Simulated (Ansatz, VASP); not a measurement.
**One calculation of LiF, two programs**

The input INCAR:

```
PREC = Accurate
ENCUT = 520
EDIFF = 1E-6
ISMEAR = 0
SIGMA = 0.05
LREAL = False
LASPH = True
NELM = 100
ALGO = Normal
ISIF = 2
LWAVE = False
LCHARG = False
GGA = PE
NBANDS = 18
```

KPOINTS

```
regular mesh
0
Gamma
  9 9 6
```

The input POSCAR:

```
LiF
1.0
    3.0637167905      0.0000000000      0.0000000000
   -1.5318583952      2.6532565706      0.0000000000
    0.0000000000      0.0000000000      5.1029266862
Li F
2 2
Direct
    0.3333333333      0.6666666667      0.3810713234
    0.6666666667      0.3333333333      0.8810713234
    0.3333333333      0.6666666667      0.9939266766
    0.6666666667      0.3333333333      0.4939266766
```

Input for Ansatz:

```yaml
crystal:
  lattice:
    - [3.0637167905, 0.0, 0.0]
    - [-1.5318583952, 2.6532565706, 0.0]
    - [0.0, 0.0, 5.1029266862]
  atoms:
    - { symbol: Li, position: [0.3333333333, 0.6666666667, 0.3810713234] }
    - { symbol: Li, position: [0.6666666667, 0.3333333333, 0.8810713234] }
    - { symbol: F, position: [0.3333333333, 0.6666666667, 0.9939266766] }
    - { symbol: F, position: [0.6666666667, 0.3333333333, 0.4939266766] }
basis:
  ecutwfc: 520.0
kpoints:
  mp_grid: { grid: [9, 9, 6] }
hamiltonian:
  xc: pbe
scf:
  occupations: { method: gaussian, width: 0.05 }
output:
  forces: true
  stress: true
  eigenvalues: true
```

Alike in both runs: task single point; functional PBE; k mesh 9 × 9 × 6; occupations gaussian, width 0.05 eV; no spin polarisation.

```csv
,VASP,Ansatz
version,VASP 6.6.1,Ansatz 0.2.0
potentials or method,"VASP PAW PBE potentials, release 64 (Li_sv, F), cutoff 520 eV","scalar-relativistic, plane waves, PAW"
valence electrons in the cell,20,20
```

|  | VASP | Ansatz | Ansatz less VASP |
| --- | --- | --- | --- |
| gap on the k mesh at the Fermi level (eV) | 7.64 | 7.65 | +0.012 |
| least direct gap on the mesh (eV) | 7.64 | 7.65 | +0.012 |
| rms of the force components (eV/Å) | 0.091 | 0.086 | -0.0053 |

Atom by atom the forces differ by 0.005 eV/Å (rms over components).

Noted on VASP's run: the cutoff is short for stress, so the pressure is rough.
